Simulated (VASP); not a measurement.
A run of VASP 6.6.1 is set up as follows.

The input INCAR:

```
ALGO = Normal ; EDIFF = 1E-7
ENCUT = 520 ; GGA = PS
ISIF = 2 ; ISMEAR = 0
LASPH = T ; LCHARG = F
LREAL = F ; LWAVE = F
NBANDS = 16 ; NELM = 100
PREC = Accurate ; SIGMA = 0.05
```

KPOINTS

```
k-points
0
Gamma
  9 9 6
```

File POSCAR:

```
AlN
1.0
    3.3411000000      0.0000000000      0.0000000000
   -1.6705500000      2.8934774766      0.0000000000
    0.0000000000      0.0000000000      4.1814000000
Al N
2 2
Direct
    0.3333333333      0.6666666667      0.7500000000
    0.6666666667      0.3333333333      0.2500000000
    0.3333333333      0.6666666667      0.2500000000
    0.6666666667      0.3333333333      0.7500000000
```

Potentials or basis: VASP PAW PBE potentials, release 64 (Al, N).

The run is started by

```bash
$ cat potpaw_PBE.64/Al/POTCAR potpaw_PBE.64/N/POTCAR > POTCAR
$ mpirun -np 1 vasp_std > vasp.out
```

(1) Predict the band gap on the k mesh.

(2) Estimate the pressure.

Answers

(1) 3.10 eV, direct.

(2) -6.9 GPa.

Caveat: the PAW data sets were made with another functional, which shifts forces and pressure a little.
